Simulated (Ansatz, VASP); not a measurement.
## Two plane-wave programs on SnO2

Contents of INCAR:

```
PREC = Accurate
ENCUT = 520
EDIFF = 1E-6
ISMEAR = 0
SIGMA = 0.02
LREAL = F
LASPH = T
NELM = 80
ALGO = Normal
ISIF = 2
LWAVE = F
LCHARG = F
GGA = PS
NBANDS = 64
```

The input KPOINTS:

```
regular mesh
0
Gamma
  8 8 8
```

File POSCAR:

```
SnO2
1.0
   -3.2488970000      3.4144700000      3.4140210000
    3.2488970000     -3.4144700000      3.4140210000
    3.2488970000      3.4144700000     -3.4140210000
Sn O
4 8
Direct
    0.9964010000      0.2464010000      0.7500000000
    0.0035990000      0.7535990000      0.2500000000
    0.5000000000      0.5000000000      0.5000000000
    0.5000000000      0.0000000000      0.0000000000
    0.1935040000      0.1962260000      0.5027220000
    0.6975650000      0.7540600000      0.9435050000
    0.1935040000      0.6907820000      0.9972780000
    0.3105550000      0.7540600000      0.5564950000
    0.6894450000      0.2459400000      0.4435050000
    0.3024350000      0.2459400000      0.0564950000
    0.8064960000      0.3092180000      0.0027220000
    0.8064960000      0.8037740000      0.4972780000
```

Input for Ansatz:

```yaml
crystal:
  lattice:
    - [-3.248897, 3.41447, 3.414021]
    - [3.248897, -3.41447, 3.414021]
    - [3.248897, 3.41447, -3.414021]
  atoms:
    - { symbol: Sn, position: [0.996401, 0.246401, 0.75] }
    - { symbol: Sn, position: [0.003599, 0.753599, 0.25] }
    - { symbol: Sn, position: [0.5, 0.5, 0.5] }
    - { symbol: Sn, position: [0.5, 0.0, 0.0] }
    - { symbol: O, position: [0.193504, 0.196226, 0.502722] }
    - { symbol: O, position: [0.697565, 0.75406, 0.943505] }
    - { symbol: O, position: [0.193504, 0.690782, 0.997278] }
    - { symbol: O, position: [0.310555, 0.75406, 0.556495] }
    - { symbol: O, position: [0.689445, 0.24594, 0.443505] }
    - { symbol: O, position: [0.302435, 0.24594, 0.056495] }
    - { symbol: O, position: [0.806496, 0.309218, 0.002722] }
    - { symbol: O, position: [0.806496, 0.803774, 0.497278] }
basis:
  ecutwfc: 420
kpoints:
  mp_grid: { grid: [8, 8, 8] }
hamiltonian:
  xc: pbesol
scf:
  occupations: { method: gaussian, width: 0.02 }
output:
  forces: true
  stress: true
  eigenvalues: true
  populations: true
```

Alike in both runs: task single point; functional PBEsol; k mesh 8 × 8 × 8; occupations gaussian, width 0.02 eV; no spin polarisation.

```csv
,VASP,Ansatz
version,VASP 6.6.1,Ansatz 0.2.0
potentials or method,"VASP PAW PBE potentials, release 64 (Sn_d, O), cutoff 520 eV","scalar-relativistic, plane waves, PAW"
valence electrons in the cell,104,104
```

|  | VASP | Ansatz | Ansatz less VASP |
| --- | --- | --- | --- |
| gap on the k mesh at the Fermi level (eV) | 0.53 | 0.53 | +0.007 |
| least direct gap on the mesh (eV) | 0.53 | 0.53 | +0.007 |
| pressure (GPa) | -6.0 | -6.6 | -0.58 |
| traceless stress, the component that is largest in VASP (GPa) | -0.97 | -1.16 | -0.193 |
| rms of the force components (eV/Å) | 0.042 | 0.048 | +0.0063 |

VASP's potentials were made for PBE, not for PBEsol. Atom by atom the forces differ by 0.007 eV/Å (rms over components). The functional is the same, so the differences come from potentials, cutoffs and numerics.
